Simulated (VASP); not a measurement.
# Si7Mo (Fm-3m) in VASP: relaxation of cell and atoms with PBE

Aim: the relaxation of cell and atoms of Si7Mo with PBE.

All numbers are computed with VASP 6.6.1; they aren't measurements. Logs are shortened: lines on timing, memory, paths and dates and some standing lists are left out, and cuts for length are marked.

## Step 1: The cell of the first run

Symmetry: Fm-3m, No. 225, cubic system. The conventional cell has a = 7.664 Å, b = 7.664 Å, c = 7.664 Å, α = 90.00°, β = 90.00°, γ = 90.00°. Within 3.6 Å of Si (site symmetry mmm) lie 10 Si at 2.71 Å and 2 Mo at 2.71 Å. Si (site symmetry m-3m) has 12 Si at 2.71 Å within 3.6 Å. Mo (site symmetry m-3m) has 12 Si at 2.71 Å within 3.6 Å.

## Step 2: Relaxation of cell and atoms, PBE

Input file INCAR:

```
PREC     = Accurate       # precision mode
ENCUT    = 600            # plane-wave cutoff, eV
EDIFF    = 1E-6           # SCF threshold, eV
ISMEAR   = 0              # smearing method
SIGMA    = 0.1            # smearing width, eV
LREAL    = F              # projectors in reciprocal space
LASPH    = T              # aspherical terms in the spheres
NELM     = 60             # most SCF steps
ALGO     = Normal         # electronic algorithm
ISIF     = 3              # what is computed and relaxed
LWAVE    = F              # write WAVECAR
LCHARG   = F              # write CHGCAR
GGA      = PE             # functional
IBRION   = 2              # ionic algorithm
NSW      = 100            # ionic steps
EDIFFG   = -0.01          # ionic threshold
```

Input file KPOINTS:

```
regular mesh
0
Gamma
  8 8 8
```

Input file POSCAR:

```
Si7Mo
1.0
    0.0000000000      3.8318784897      3.8318784897
    3.8318784897      0.0000000000      3.8318784897
    3.8318784897      3.8318784897      0.0000000000
Si Mo
7 1
Direct
    0.0000000000      0.5000000000      0.5000000000
    0.5000000000      0.0000000000      0.5000000000
    0.5000000000      0.5000000000      0.5000000000
    0.0000000000      0.0000000000      0.5000000000
    0.5000000000      0.0000000000      0.0000000000
    0.0000000000      0.5000000000      0.0000000000
    0.5000000000      0.5000000000      0.0000000000
    0.0000000000      0.0000000000      0.0000000000
```

Potentials or basis: VASP PAW PBE potentials, release 64 (Si, Mo_sv).

Run with:

```bash
cat potpaw_PBE.64/Si/POTCAR potpaw_PBE.64/Mo_sv/POTCAR > POTCAR
mpirun -np 1 vasp_std > vasp.out
```

OUTCAR:

```text
PREC = Accurate
   ENCUT = 600
   EDIFF = 1E-6
   ISMEAR = 0
   LREAL = F
   LASPH = T
   NELM = 60
   ISIF = 3
   GGA = PE
   IBRION = 2
   NSW = 100
   EDIFFG = -0.01

 ion  position               nearest neighbor table
   1  0.000  0.500  0.500-   3 2.71   4 2.71   6 2.71   6 2.71   7 2.71   8 2.71   2 2.71   4 2.71
                             8 2.71   2 2.71   3 2.71   7 2.71
   2  0.500  0.000  0.500-   3 2.71   4 2.71   5 2.71   5 2.71   7 2.71   8 2.71   1 2.71   3 2.71
                             7 2.71   1 2.71   4 2.71   8 2.71
   3  0.500  0.500  0.500-   1 2.71   2 2.71   7 2.71   5 2.71   6 2.71   7 2.71   2 2.71   4 2.71
                             5 2.71   1 2.71   4 2.71   6 2.71
   4  0.000  0.000  0.500-   1 2.71   2 2.71   8 2.71   5 2.71   6 2.71   8 2.71   1 2.71   3 2.71
                             6 2.71   2 2.71   3 2.71   5 2.71
   5  0.500  0.000  0.000-   2 2.71   7 2.71   8 2.71   2 2.71   3 2.71   4 2.71   3 2.71   6 2.71
                             7 2.71   4 2.71   6 2.71   8 2.71
   6  0.000  0.500  0.000-   1 2.71   7 2.71   8 2.71   1 2.71   3 2.71   4 2.71   4 2.71   5 2.71
                             8 2.71   3 2.71   5 2.71   7 2.71
   7  0.500  0.500  0.000-   3 2.71   5 2.71   6 2.71   1 2.71   2 2.71   3 2.71   2 2.71   5 2.71
                             8 2.71   1 2.71   6 2.71   8 2.71
   8  0.000  0.000  0.000-   4 2.71   5 2.71   6 2.71   1 2.71   2 2.71   4 2.71   1 2.71   6 2.71
                             7 2.71   2 2.71   5 2.71   7 2.71

  LATTYP: Found a face centered cubic cell.
 ALAT       =     7.6637569794

  Lattice vectors:

 A1 = (   0.0000000000,   3.8318784897,   3.8318784897)
 A2 = (   3.8318784897,   0.0000000000,   3.8318784897)
 A3 = (   3.8318784897,   3.8318784897,   0.0000000000)

Analysis of symmetry for initial positions (statically):
=====================================================================
 Subroutine PRICEL returns:
 Original cell was already a primitive cell.

 Routine SETGRP: Setting up the symmetry group for a
 face centered cubic supercell.

 Subroutine GETGRP returns: Found 48 space group operations
 (whereof 48 operations were pure point group operations)
 out of a pool of 48 trial point group operations.

The static configuration has the point symmetry O_h .

Analysis of symmetry for dynamics (positions and initial velocities):
=====================================================================
 Subroutine PRICEL returns:
 Original cell was already a primitive cell.

 Routine SETGRP: Setting up the symmetry group for a
 face centered cubic supercell.

 Subroutine GETGRP returns: Found 48 space group operations
 (whereof 48 operations were pure point group operations)
 out of a pool of 48 trial point group operations.

The dynamic configuration has the point symmetry O_h .

 Subroutine INISYM returns: Found 48 space group operations
 (whereof 48 operations are pure point group operations),
 and found     1 'primitive' translations

----------------------------------------------------------------------------------------

                                     Primitive cell

  volume of cell :     112.5292

  direct lattice vectors                    reciprocal lattice vectors
     0.000000000  3.831878490  3.831878490    -0.130484305  0.130484305  0.130484305
     3.831878490  0.000000000  3.831878490     0.130484305 -0.130484305  0.130484305
     3.831878490  3.831878490  0.000000000     0.130484305  0.130484305 -0.130484305

  length of vectors
     5.419094529  5.419094529  5.419094529     0.226005445  0.226005445  0.226005445

  position of ions in fractional coordinates (direct lattice)
     0.000000000  0.500000000  0.500000000
     0.500000000  0.000000000  0.500000000
     0.500000000  0.500000000  0.500000000
     0.000000000  0.000000000  0.500000000
     0.500000000  0.000000000  0.000000000
     0.000000000  0.500000000  0.000000000
     0.500000000  0.500000000  0.000000000
     0.000000000  0.000000000  0.000000000

  ion indices of the primitive-cell ions
   primitive index   ion index
                 1           1
                 2           2
                 3           3
                 4           4
                 5           5
                 6           6
                 7           7
                 8           8

----------------------------------------------------------------------------------------

 KPOINTS: regular mesh

Automatic generation of k-mesh.
 Grid dimensions read from file:
 generate k-points for:    8    8    8

 Generating k-lattice:

  Cartesian coordinates                     Fractional coordinates (reciprocal lattice)
    -0.016310538  0.016310538  0.016310538     0.125000000  0.000000000  0.000000000
     0.016310538 -0.016310538  0.016310538     0.000000000  0.125000000  0.000000000
     0.016310538  0.016310538 -0.016310538     0.000000000  0.000000000  0.125000000

  Length of vectors
     0.028250681  0.028250681  0.028250681

  Shift w.r.t. Gamma in fractional coordinates (k-lattice)
     0.000000000  0.000000000  0.000000000

 Subroutine IBZKPT returns following result:
 ===========================================

 Found     29 irreducible k-points:

 Following reciprocal coordinates:
            Coordinates               Weight
  0.000000  0.000000  0.000000      1.000000
  0.125000  0.000000  0.000000      8.000000
  0.250000  0.000000  0.000000      8.000000
  0.375000  0.000000  0.000000      8.000000
  0.500000  0.000000  0.000000      4.000000
  0.125000  0.125000  0.000000      6.000000
[... 16 lines left out ...]
  0.500000  0.250000  0.125000     48.000000
 -0.375000  0.250000  0.125000     24.000000
 [... further k-points ...]
   k-points           NKPTS =     29   k-points in BZ     NKDIM =     29   number of bands    NBANDS=     26
   number of dos      NEDOS =    301   number of ions     NIONS =      8
   total plane-waves  NPLWV = 110592
   dimension x,y,z NGX =    48 NGY =   48 NGZ =   48
   dimension x,y,z NGXF=    96 NGYF=   96 NGZF=   96
   ions per type =               7   1
   NGX,Y,Z   is equivalent  to a cutoff of  14.73, 14.73, 14.73 a.u.
   NGXF,Y,Z  is equivalent  to a cutoff of  29.45, 29.45, 29.45 a.u.
 SYSTEM =  unknown system
   PREC   = accura    normal or accurate (medium, high low for compatibility)
   ISTART =      0    job   : 0-new  1-cont  2-samecut
   ICHARG =      2    charge: 1-file 2-atom 10-const
   ISPIN  =      1    spin polarized calculation?
   LNONCOLLINEAR =      F non collinear calculations
   LSORBIT =      F    spin-orbit coupling
   LASPH  =      T    aspherical Exc in radial PAW
   ENCUT  =  600.0 eV  44.10 Ry    6.64 a.u.  10.82 10.82 10.82*2*pi/ulx,y,z
   NELM   =     60;   NELMIN=  2; NELMDL= -5     # of ELM steps
   EDIFF  = 0.1E-05   stopping-criterion for ELM
   LREAL  =      F    real-space projection
   EDIFFG = -.1E-01   stopping-criterion for IOM
   NSW    =    100    number of steps for IOM
   IBRION =      2    ionic relax: 0-MD 1-quasi-New 2-CG
   NFREE  =      1    steps in history (QN), initial steepest desc. (CG)
   ISIF   =      3    stress and relaxation
   ISYM   =      2    0-nonsym 1-usesym 2-fastsym
   POTIM  = 0.5000    time-step for ionic-motion
   TEBEG  =    0.0;   TEEND  =   0.0 temperature during run
   PSTRESS=    0.0 pullay stress
   NELECT =      42.0000    total number of electrons
   NUPDOWN=      -1.0000    fix difference up-down
   EMIN   =  10.00;   EMAX   =-10.00  energy-range for DOS
   EFERMI =   0.00;   METHOD = LEGACY
   ISMEAR =     0;   SIGMA  =   0.10  broadening in eV -4-tet -1-fermi 0-gaus
   EFERMI_NEDOS =   21; number of points for ismear=-14 and -15
   IALGO  =     38    algorithm
   IMIX   =      4    mixing-type and parameters
     AMIX     =   0.40;   BMIX     =  1.00
     AMIX_MAG =   1.60;   BMIX_MAG =  1.00
  volume/ion in A,a.u.               =      14.07        94.92
  Fermi-wavevector in a.u.,A,eV,Ry     =   1.178699  2.227418 18.902996  1.389331
  Thomas-Fermi vector in A             =   2.315023
   LORBIT       =      0    0 simple, 1 ext, 2 COOP (PROOUT), +10 PAW based schemes
   GGA     = PE    functional components
   LHFCALC =     F    Hartree Fock is set to
   AEXX    =    0.0000 exact exchange contribution
   IVDW    =     0    specifies the selected vdW correction
   LEPSILON=     F    determine dielectric tensor
   LRPA    =     F    only Hartree local field effects (RPA)
 conjugate gradient relaxation of ions
 non-spin polarized calculation
 Gauss-broadening in eV      SIGMA  =   0.10
  energy-cutoff  :      600.00
  volume of cell :      112.53
 maximum number of plane-waves:      3812
 NGX is ok and might be reduce to    48
   NGX = 21   NGY = 21   NGZ = 21

--------------------------------------- Ionic step        1  -------------------------------------------

 number of electron      42.0000001 magnetization

 Free energy of the ion-electron system (eV)
  ---------------------------------------------------
  ext. energy  EPLUGINS =         0.00000000
  ---------------------------------------------------
  free energy    TOTEN  =       -46.19780254 eV

  energy without entropy =      -46.18141007  energy(sigma->0) =      -46.18960631

------------------------ aborting loop because EDIFF is reached ----------------------------------------

  FORCE on cell =-STRESS in cart. coord.  units (eV):
  Direction    XX          YY          ZZ          XY          YZ          ZX
  --------------------------------------------------------------------------------------
  -------------------------------------------------------------------------------------
  Total       -0.7060837     -0.7060837     -0.7060837     -0.0000000     -0.0000000     -0.0000000
  in kB      -10.0531372    -10.0531372    -10.0531372     -0.0000000     -0.0000000     -0.0000000
  external PRESSURE =     -10.0531372 kB  Pullay stress =       0.0000000 kB
[... 69 lines left out ...]
  energy  without entropy=      -46.1844023673  energy(sigma->0) =      -46.19227698

--------------------------------------- Ionic step        3  -------------------------------------------

 number of electron      42.0000001 magnetization

 Free energy of the ion-electron system (eV)
  ---------------------------------------------------
  ext. energy  EPLUGINS =         0.00000000
  ---------------------------------------------------
  free energy    TOTEN  =       -46.20093440 eV

  energy without entropy =      -46.18499952  energy(sigma->0) =      -46.19296696

 E-fermi :  11.2294     XC(G=0): -11.6827

 val. band max:       11.2124084826   @ k =   0.0000   0.0000   0.0000
 cond. band min:      11.2637218869   @ k =   0.2500   0.0000   0.0000
 fundamental gap:      0.0513134043
 Fermi energy:        11.2294304183

 k-point     1 :       0.0000    0.0000    0.0000
  band No.  band energies     occupation
      1     -49.7795      2.00000
      2     -23.9453      2.00000
      3     -23.9453      2.00000
      4     -23.9453      2.00000
      5      -3.2184      2.00000
      6       2.9599      2.00000
[... 685 lines left out ...]
     25      12.5492      0.00000
     26      12.8590      0.00000

 [... further k-points ...]

------------------------ aborting loop because EDIFF is reached ----------------------------------------

  FORCE on cell =-STRESS in cart. coord.  units (eV):
  Direction    XX          YY          ZZ          XY          YZ          ZX
  --------------------------------------------------------------------------------------
  -------------------------------------------------------------------------------------
  Total        0.0096809      0.0096809      0.0096809     -0.0000000      0.0000000      0.0000000
  in kB        0.1390324      0.1390324      0.1390324     -0.0000000      0.0000000      0.0000000
  external PRESSURE =       0.1390324 kB  Pullay stress =       0.0000000 kB
[... 23 lines left out ...]
  FREE ENERGIE OF THE ION-ELECTRON SYSTEM (eV)
  ---------------------------------------------------
  free  energy   TOTEN  =       -46.2009343997 eV

  energy  without entropy=      -46.1849995198  energy(sigma->0) =      -46.19296696

 reached required accuracy - stopping structural energy minimisation
```

Wall time 3.9 min (1 thread of Intel Xeon Platinum 8259CL at 2.50GHz (Skylake/Cascade Lake), shared host); peak memory 0.37 GiB.

What came out:

```
Free energy                           : -46.2009 eV
Relaxed volume                        : 13.95 Å³/atom
Relaxed cell                          : a = 5.404 Å, b = 5.404 Å, c = 5.404 Å, α = 60.00°, β = 60.00°, γ = 60.00°
Space group after relaxing (to 0.1 Å) : Fm-3m (No. 225)
Energy gained by relaxing             : 0.4 meV/atom
Ionic steps                           : 3
Pressure after relaxing               : 0.0 GPa
Band gap on the k mesh                : zero (bands 21 and 22 overlap by 1.53 eV)
```

Step by step:
```tsv
step	energy change (eV)	largest force (eV/Å)	pressure (GPa)	volume (Å³)
1	0.0000	0.0000	-1.01	112.53
2	-0.0023	0.0000	0.53	111.10
3	-0.0031	0.0000	0.01	111.56
```

Final structure:
```
Si Mo
1.0
     0.00000    3.82086    3.82086
     3.82086    0.00000    3.82086
     3.82086    3.82086    0.00000
Si Mo
7 1
Direct
  0.00000 0.50000 0.50000
  0.50000 0.00000 0.50000
  0.50000 0.50000 0.50000
  0.00000 0.00000 0.50000
  0.50000 0.00000 0.00000
  0.00000 0.50000 0.00000
  0.50000 0.50000 0.00000
  0.00000 0.00000 0.00000
```

Levels at points of the mesh, in eV from the Fermi level:
| k point | band 17 | band 18 | band 19 | band 20 | band 21 | band 22 | band 23 | band 24 | band 25 | band 26 |
| --- | --- | --- | --- | --- | --- | --- | --- | --- | --- | --- |
| (0.00, 0.00, 0.00) | -4.57 | -4.57 | -0.13 | -0.13 | -0.13 | -0.02 | 1.29 | 1.29 | 2.99 | 2.99 |
| (0.50, 0.00, 0.00) | -2.57 | -1.86 | -1.20 | -1.20 | -0.83 | 1.23 | 1.31 | 1.31 | 1.48 | 1.48 |
| (0.50, 0.50, 0.00) | -2.25 | -2.04 | -2.04 | -1.59 | -1.23 | -1.08 | 0.85 | 0.85 | 1.26 | 1.47 |

The gap in the log of VASP goes by the Fermi energy; the results here count the filled bands.